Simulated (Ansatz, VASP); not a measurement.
**AlN: VASP beside Ansatz**

```
Al N
1.0
     3.42854    0.00000    0.00000
    -1.71427    2.96921    0.00000
     0.00000    0.00000    4.29939
Al N
2 2
Direct
  0.33333 0.66667 0.75000
  0.66667 0.33333 0.25000
  0.33333 0.66667 0.25000
  0.66667 0.33333 0.75000
```

Alike in both runs: task single point; functional PBEsol; k mesh 9 × 9 × 6; occupations gaussian, width 0.05 eV; no spin polarisation.

|  | VASP | Ansatz |
| --- | --- | --- |
| version | VASP 6.6.1 | Ansatz 0.2.0 |
| potentials or method | VASP PAW PBE potentials, release 64 (Al, N), cutoff 520 eV | scalar-relativistic, plane waves, PAW |
| valence electrons in the cell | 16 | 16 |

|  | VASP | Ansatz | Ansatz less VASP |
| --- | --- | --- | --- |
| gap on the k mesh at the Fermi level (eV) | 2.51 | 2.50 | -0.009 |
| least direct gap on the mesh (eV) | 2.51 | 2.50 | -0.009 |
| pressure (GPa) | -19.6 | -19.5 | +0.05 |
| traceless stress, the component that is largest in VASP (GPa) | 2.17 | 2.17 | -0.002 |

VASP's potentials were made for PBE, not for PBEsol, and Ansatz warns of the same on its side. With one functional, cell and mesh, what is left measures potentials, basis and numerics.
